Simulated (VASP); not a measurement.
# Pd (Fm-3m) in VASP: notebook

The runs below take Pd through single point, with PBEsol.

Program: VASP 6.6.1. These are calculated values, not measurements. Logs are shortened: lines on timing, memory, paths and dates and some standing lists are left out, and cuts for length are marked.

## Step 1: The cell of the first run

The structure is cubic, space group Fm-3m (No. 225). The conventional cell has a = 3.599 Å, b = 3.599 Å, c = 3.599 Å, α = 90.00°, β = 90.00°, γ = 90.00°. Pd (site symmetry m-3m) has 12 Pd at 2.54 Å within 3.4 Å.

## Step 2: Single point, PBEsol (volume scaled by 0.8)

Input file INCAR:

```
ALGO = Normal
EDIFF = 1E-6
ENCUT = 520
GGA = PS
ISIF = 2
ISMEAR = -1
LASPH = T
LCHARG = F
LREAL = F
LWAVE = F
NBANDS = 11
NELM = 80
PREC = Accurate
SIGMA = 0.05
```

Input file KPOINTS:

```
k-points
0
Gamma
  19 19 19
```

Input file POSCAR:

```
Pd
1.0
    0.0000000000      1.7992834000      1.7992834000
    1.7992834000      0.0000000000      1.7992834000
    1.7992834000      1.7992834000      0.0000000000
Pd
1
Direct
    0.0000000000      0.0000000000      0.0000000000
```

Potentials or basis: VASP PAW PBE potentials, release 64 (Pd).

Run with:

```sh
$ cat potpaw_PBE.64/Pd/POTCAR > POTCAR
$ mpirun -np 1 vasp_std > vasp.out
```

OUTCAR:

```text
EDIFF = 1E-6
   ENCUT = 520
   GGA = PS
   ISIF = 2
   ISMEAR = -1
   LASPH = T
   LREAL = F
   NELM = 80
   PREC = Accurate

 ion  position               nearest neighbor table
   1  0.000  0.000  0.000-

  LATTYP: Found a face centered cubic cell.
 ALAT       =     3.5985668000

  Lattice vectors:

 A1 = (   0.0000000000,   1.7992834000,   1.7992834000)
 A2 = (   1.7992834000,   0.0000000000,   1.7992834000)
 A3 = (   1.7992834000,   1.7992834000,   0.0000000000)

Analysis of symmetry for initial positions (statically):
=====================================================================
 Subroutine PRICEL returns:
 Original cell was already a primitive cell.

 Routine SETGRP: Setting up the symmetry group for a
 face centered cubic supercell.

 Subroutine GETGRP returns: Found 48 space group operations
 (whereof 48 operations were pure point group operations)
 out of a pool of 48 trial point group operations.

The static configuration has the point symmetry O_h .

Analysis of symmetry for dynamics (positions and initial velocities):
=====================================================================
 Subroutine PRICEL returns:
 Original cell was already a primitive cell.

 Routine SETGRP: Setting up the symmetry group for a
 face centered cubic supercell.

 Subroutine GETGRP returns: Found 48 space group operations
 (whereof 48 operations were pure point group operations)
 out of a pool of 48 trial point group operations.

The dynamic configuration has the point symmetry O_h .

 Subroutine INISYM returns: Found 48 space group operations
 (whereof 48 operations are pure point group operations),
 and found     1 'primitive' translations

----------------------------------------------------------------------------------------

                                     Primitive cell

  volume of cell :      11.6501

  direct lattice vectors                    reciprocal lattice vectors
     0.000000000  1.799283400  1.799283400    -0.277888408  0.277888408  0.277888408
     1.799283400  0.000000000  1.799283400     0.277888408 -0.277888408  0.277888408
     1.799283400  1.799283400  0.000000000     0.277888408  0.277888408 -0.277888408

  length of vectors
     2.544570987  2.544570987  2.544570987     0.481316842  0.481316842  0.481316842

  position of ions in fractional coordinates (direct lattice)
     0.000000000  0.000000000  0.000000000

  ion indices of the primitive-cell ions
   primitive index   ion index
                 1           1

----------------------------------------------------------------------------------------

 KPOINTS: k-points

Automatic generation of k-mesh.
 Grid dimensions read from file:
 generate k-points for:   19   19   19

 Generating k-lattice:

  Cartesian coordinates                     Fractional coordinates (reciprocal lattice)
    -0.014625706  0.014625706  0.014625706     0.052631579  0.000000000  0.000000000
     0.014625706 -0.014625706  0.014625706     0.000000000  0.052631579  0.000000000
     0.014625706  0.014625706 -0.014625706     0.000000000  0.000000000  0.052631579

  Length of vectors
     0.025332465  0.025332465  0.025332465

  Shift w.r.t. Gamma in fractional coordinates (k-lattice)
     0.000000000  0.000000000  0.000000000

 Subroutine IBZKPT returns following result:
 ===========================================

 Found    220 irreducible k-points:

 Following reciprocal coordinates:
            Coordinates               Weight
  0.000000  0.000000  0.000000      1.000000
  0.052632  0.000000  0.000000      8.000000
  0.105263  0.000000  0.000000      8.000000
  0.157895  0.000000  0.000000      8.000000
  0.210526  0.000000  0.000000      8.000000
  0.263158  0.000000  0.000000      8.000000
[... 16 lines left out ...]
 -0.315789  0.052632  0.000000     24.000000
 -0.263158  0.052632  0.000000     24.000000
 [... further k-points ...]
   k-points           NKPTS =    220   k-points in BZ     NKDIM =    220   number of bands    NBANDS=     11
   number of dos      NEDOS =    301   number of ions     NIONS =      1
   total plane-waves  NPLWV =   8000
   dimension x,y,z NGX =    20 NGY =   20 NGZ =   20
   dimension x,y,z NGXF=    40 NGYF=   40 NGZF=   40
   ions per type =               1
   NGX,Y,Z   is equivalent  to a cutoff of  13.07, 13.07, 13.07 a.u.
   NGXF,Y,Z  is equivalent  to a cutoff of  26.13, 26.13, 26.13 a.u.
 SYSTEM =  unknown system
   PREC   = accura    normal or accurate (medium, high low for compatibility)
   ISTART =      0    job   : 0-new  1-cont  2-samecut
   ICHARG =      2    charge: 1-file 2-atom 10-const
   ISPIN  =      1    spin polarized calculation?
   LNONCOLLINEAR =      F non collinear calculations
   LSORBIT =      F    spin-orbit coupling
   LASPH  =      T    aspherical Exc in radial PAW
   ENCUT  =  520.0 eV  38.22 Ry    6.18 a.u.   4.73  4.73  4.73*2*pi/ulx,y,z
   NELM   =     80;   NELMIN=  2; NELMDL= -5     # of ELM steps
   EDIFF  = 0.1E-05   stopping-criterion for ELM
   LREAL  =      F    real-space projection
   EDIFFG = 0.1E-04   stopping-criterion for IOM
   NSW    =      0    number of steps for IOM
   IBRION =     -1    ionic relax: 0-MD 1-quasi-New 2-CG
   NFREE  =      0    steps in history (QN), initial steepest desc. (CG)
   ISIF   =      2    stress and relaxation
   ISYM   =      2    0-nonsym 1-usesym 2-fastsym
   POTIM  = 0.5000    time-step for ionic-motion
   TEBEG  =    0.0;   TEEND  =   0.0 temperature during run
   PSTRESS=    0.0 pullay stress
   NELECT =      10.0000    total number of electrons
   NUPDOWN=      -1.0000    fix difference up-down
   EMIN   =  10.00;   EMAX   =-10.00  energy-range for DOS
   EFERMI =   0.00;   METHOD = LEGACY
   ISMEAR =    -1;   SIGMA  =   0.05  broadening in eV -4-tet -1-fermi 0-gaus
   EFERMI_NEDOS =   21; number of points for ismear=-14 and -15
   IALGO  =     38    algorithm
   IMIX   =      4    mixing-type and parameters
     AMIX     =   0.40;   BMIX     =  1.00
     AMIX_MAG =   1.60;   BMIX_MAG =  1.00
  volume/ion in A,a.u.               =      11.65        78.62
  Fermi-wavevector in a.u.,A,eV,Ry     =   1.555841  2.940113 32.934830  2.420642
  Thomas-Fermi vector in A             =   2.659724
   LORBIT       =      0    0 simple, 1 ext, 2 COOP (PROOUT), +10 PAW based schemes
   GGA     = PS    functional components
   LHFCALC =     F    Hartree Fock is set to
   AEXX    =    0.0000 exact exchange contribution
   IVDW    =     0    specifies the selected vdW correction
   LEPSILON=     F    determine dielectric tensor
   LRPA    =     F    only Hartree local field effects (RPA)
 non-spin polarized calculation
  energy-cutoff  :      520.00
  volume of cell :       11.65
 maximum number of plane-waves:       331
   NGX =  9   NGY =  9   NGZ =  9

 number of electron      10.0000000 magnetization

 number of electron       9.9999999 magnetization

 Free energy of the ion-electron system (eV)
  ---------------------------------------------------
  ext. energy  EPLUGINS =         0.00000000
  ---------------------------------------------------
  free energy    TOTEN  =        -5.37999424 eV

  energy without entropy =       -5.36448398  energy(sigma->0) =       -5.37223911

 E-fermi :  14.2459     XC(G=0): -14.8956

 val. band max:       14.2427112573   @ k =   0.3684   0.1579   0.0526
 cond. band min:      14.2480684283   @ k =   0.4211   0.2632   0.0000
 fundamental gap:      0.0053571710
 Fermi energy:        14.2458707177

 k-point     1 :       0.0000    0.0000    0.0000
  band No.  band energies     occupation
      1       4.9577      2.00000
      2      10.0507      2.00000
      3      10.0507      2.00000
      4      10.0507      2.00000
      5      12.4425      2.00000
      6      12.4425      2.00000
      7      31.0960      0.00000
      8      37.2837      0.00000
      9      37.2837      0.00000
     10      37.2837      0.00000
     11      39.3278      0.00000

 k-point     2 :       0.0526    0.0000    0.0000
  band No.  band energies     occupation
      1       5.0837      2.00000
      2       9.9938      2.00000
      3      10.1010      2.00000
      4      10.1010      2.00000
      5      12.4134      2.00000
      6      12.4134      2.00000
      7      31.2853      0.00000
      8      36.5741      0.00000
      9      37.4724      0.00000
     10      37.4724      0.00000
     11      39.3412      0.00000

 k-point     3 :       0.1053    0.0000    0.0000
  band No.  band energies     occupation
      1       5.4451      2.00000
      2       9.8505      2.00000
      3      10.2347      2.00000
      4      10.2347      2.00000
      5      12.3478      2.00000
      6      12.3478      2.00000
      7      31.8020      0.00000
      8      35.0847      0.00000
      9      38.0229      0.00000
     10      38.0229      0.00000
     11      39.3510      0.00000

 k-point     4 :       0.1579    0.0000    0.0000
  band No.  band energies     occupation
      1       5.9817      2.00000
      2       9.7076      2.00000
      3      10.3936      2.00000
      4      10.3936      2.00000
      5      12.3140      2.00000
      6      12.3140      2.00000
      7      32.4693      0.00000
      8      33.4270      0.00000
      9      38.8867      0.00000
     10      38.8867      0.00000
     11      39.3500      0.00000

 k-point     5 :       0.2105    0.0000    0.0000
  band No.  band energies     occupation
      1       6.5488      2.00000
      2       9.7371      2.00000
      3      10.4820      2.00000
      4      10.4820      2.00000
      5      12.4167      2.00000
      6      12.4167      2.00000
      7      31.7313      0.00000
      8      32.9833      0.00000
      9      39.3427      0.00000
     10      39.9723      0.00000
     11      39.9723      0.00000
[... 211 lines left out ...]
 k-point    21 :      -0.4211    0.0526    0.0000
  band No.  band energies     occupation
      1       6.8388      2.00000
      2       9.9354      2.00000
      3      10.0727      2.00000
      4      13.0232      2.00000
      5      13.9344      1.99607
      6      15.2357      0.00000
      7      24.4348      0.00000
      8      30.9098      0.00000
      9      37.0257      0.00000
     10      37.9855      0.00000
     11      39.3660      0.00000

 k-point    22 :      -0.3684    0.0526    0.0000
  band No.  band energies     occupation
      1       6.9420      2.00000
      2      10.0566      2.00000
      3      10.1704      2.00000
      4      12.2697      2.00000
      5      13.5154      2.00000
      6      14.5525      0.00434
      7      25.9544      0.00000
      8      31.3872      0.00000
      9      37.5704      0.00000
     10      39.1551      0.00000
     11      39.3673      0.00000

 k-point    23 :      -0.3158    0.0526    0.0000
  band No.  band energies     occupation
      1       7.0544      2.00000
      2      10.2108      2.00000
      3      10.3157      2.00000
      4      11.2367      2.00000
      5      13.0115      2.00000
      6      13.9066      1.99774
      7      27.7495      0.00000
      8      32.0926      0.00000
      9      38.4317      0.00000
     10      39.3764      0.00000
     11      40.7391      0.00000

 k-point    24 :      -0.2632    0.0526    0.0000
  band No.  band energies     occupation
      1       7.0673      2.00000
      2      10.1774      2.00000
      3      10.4694      2.00000
      4      10.4714      2.00000
      5      12.5225      2.00000
      6      13.3381      2.00000
      7      29.5461      0.00000
      8      32.8187      0.00000
      9      39.1785      0.00000
     10      39.4492      0.00000
     11      41.2587      0.00000

 [... further k-points ...]

------------------------ aborting loop because EDIFF is reached ----------------------------------------

  FORCE on cell =-STRESS in cart. coord.  units (eV):
  Direction    XX          YY          ZZ          XY          YZ          ZX
  --------------------------------------------------------------------------------------
  -------------------------------------------------------------------------------------
  Total        5.9598107      5.9598107      5.9598107     -0.0000000     -0.0000000      0.0000000
  in kB      819.6233692    819.6233692    819.6233692     -0.0000000     -0.0000000      0.0000000
  external PRESSURE =     819.6233692 kB  Pullay stress =       0.0000000 kB

 VOLUME and BASIS-vectors are now :
 -----------------------------------------------------------------------------
  energy-cutoff  :      520.00
  volume of cell :       11.65
      direct lattice vectors                 reciprocal lattice vectors
     0.000000000  1.799283400  1.799283400    -0.277888408  0.277888408  0.277888408
     1.799283400  0.000000000  1.799283400     0.277888408 -0.277888408  0.277888408
     1.799283400  1.799283400  0.000000000     0.277888408  0.277888408 -0.277888408

 POSITION                                       TOTAL-FORCE (eV/Angst)
 -----------------------------------------------------------------------------------
      0.00000      0.00000      0.00000         0.000000      0.000000      0.000000
 -----------------------------------------------------------------------------------
    total drift:                                0.000000     -0.000000      0.000000

  FREE ENERGIE OF THE ION-ELECTRON SYSTEM (eV)
  ---------------------------------------------------
  free  energy   TOTEN  =        -5.3799942425 eV

  energy  without entropy=       -5.3644839759  energy(sigma->0) =       -5.37223911
```

It took 15 s on 1 thread of Intel Xeon Platinum 8488C (Sapphire Rapids), shared host; peak memory 0.14 GiB.

What came out:

```
Free energy            : -5.3800 eV
Pressure               : 82.0 GPa
Band gap on the k mesh : zero (band 5 reaches 14.67 eV, above the bottom of band 6 at 12.31 eV)
```

Caveat: the PAW data sets were made with another functional, which shifts forces and pressure a little.

## Step 3: Single point, PBEsol (volume scaled by 0.8)

Input file INCAR:

```
SYSTEM = Pd
PREC = Accurate
ENCUT = 520
EDIFF = 1E-7
ISMEAR = -1
SIGMA = 0.05
LREAL = .FALSE.
LASPH = .TRUE.
NELM = 60
ALGO = Normal
ISIF = 2
LWAVE = .FALSE.
LCHARG = .TRUE.
GGA = PS
LELF = .TRUE.
LVHAR = .TRUE.
NBANDS = 11
```

Input file KPOINTS:

```
Automatic mesh
0
G
  19 19 19
  0 0 0
```

POSCAR is that of step 2.

Potentials or basis: VASP PAW PBE potentials, release 64 (Pd).

Run with:

```sh
$ cat potpaw_PBE.64/Pd/POTCAR > POTCAR
$ mpirun -np 1 vasp_std > vasp.out
```

It took 16 s on 1 thread of Intel Xeon Platinum 8488C (Sapphire Rapids), shared host; peak memory 0.14 GiB.

Results (log left out):

* Free energy: -5.3800 eV
* Pressure: 82.0 GPa
* Band gap on the k mesh: zero (band 5 reaches 14.67 eV, above the bottom of band 6 at 12.31 eV)

Levels at points of the mesh, in eV from the Fermi level:
```tsv
k point	band 3	band 4	band 5	band 6	band 7	band 8
(0.00, 0.00, 0.00)	-4.20	-4.20	-1.80	-1.80	16.85	23.04
```

Caveat: the PAW data sets were made with another functional, which shifts forces and pressure a little.
